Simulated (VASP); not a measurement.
Set up this calculation in VASP 6.6.1, as the native input.

| Property | Result |
| --- | --- |
| Task | single point |
| Functional | PBE |
| Potentials or basis | VASP PAW PBE potentials, release 64 (Si, S) |
| Cutoff | 500 eV |
| k mesh | 4 × 4 × 4 |
| Occupations | gaussian, width 0.2 eV |
| Spin | no spin polarisation |
| Dipole correction | no |
| Further INCAR settings | ALGO = Normal; EDIFF = 1e-06; NBANDS = 19 |

The structure of Si4S lies in POSCAR:

```
Si4S
1.0
    4.6108504800      0.0000000000      0.0000000000
    0.0000000000      4.6108504800      0.0000000000
    0.0000000000      0.0000000000      4.6108504800
Si S
4 1
Direct
    0.5000000000      0.5000000000      0.5000000000
    0.0000000000      0.5000000000      0.5000000000
    0.5000000000      0.0000000000      0.5000000000
    0.5000000000      0.5000000000      0.0000000000
    0.0000000000      0.0000000000      0.0000000000
```

These files were run (other wordings do the same):

INCAR

```
PREC = Accurate
ENCUT = 500
EDIFF = 1E-6
ISMEAR = 0
SIGMA = 0.2
LREAL = False
LASPH = True
NELM = 120
ALGO = Normal
ISIF = 2
LWAVE = False
LCHARG = True
GGA = PE
LELF = True
LVHAR = True
NBANDS = 19
GGA_COMPAT = False
```

KPOINTS

```
regular mesh
0
Gamma
  4 4 4
```

Potentials or basis: VASP PAW PBE potentials, release 64 (Si, S).

Run with:

```bash
$ cat potpaw_PBE.64/Si/POTCAR potpaw_PBE.64/S/POTCAR > POTCAR
$ mpirun -np 1 vasp_std > vasp.out
```

Results of the run:

```
Pressure               : 0.2 GPa
Band gap on the k mesh : zero (band 11 reaches 7.20 eV, above the bottom of band 12 at 5.43 eV)
```

It took 13 s on 1 thread of Intel(R) Xeon(R) Platinum 8488C (Sapphire Rapids), on a shared host, peak memory 0.19 GiB.
